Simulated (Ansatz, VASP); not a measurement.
# C in VASP and in Ansatz

```
CELL_PARAMETERS angstrom
2.48348 0.00000 0.00000
-1.24174 2.15075 0.00000
0.00000 0.00000 4.09452
ATOMIC_POSITIONS crystal
C 0.33333 0.66667 0.99976
C 0.66667 0.33333 0.49976
C 0.33333 0.66667 0.37424
C 0.66667 0.33333 0.87424
```

Change from the starting cell: strained cell.

Alike in both runs: functional LDA; k mesh 9 × 9 × 6; occupations gaussian, width 0.02 eV; no spin polarisation.

Ansatz relaxed the structure, and its values are those at the end. VASP's run is a single point on that final structure, the one shown.

|  | VASP | Ansatz |
| --- | --- | --- |
| version | VASP 6.6.1 | Ansatz 0.2.0 |
| potentials or method | VASP PAW LDA potentials, release 64 (C_h), cutoff 910 eV | scalar-relativistic, plane waves, PAW |
| valence electrons in the cell | 16 | 16 |

```tsv
	VASP	Ansatz	Ansatz less VASP
gap on the k mesh at the Fermi level (eV)	3.00	3.02	+0.020
least direct gap on the mesh (eV)	4.86	4.86	+0.004
```

Ansatz warns that its potentials were made for another functional, while VASP's fit it. LDA's correlation is that of Perdew and Zunger in VASP and of Perdew and Wang (1992) in Ansatz. Ansatz's warnings: stress scf threshold loose.

Noted on VASP's run: the cutoff is short for stress, so the pressure is rough.
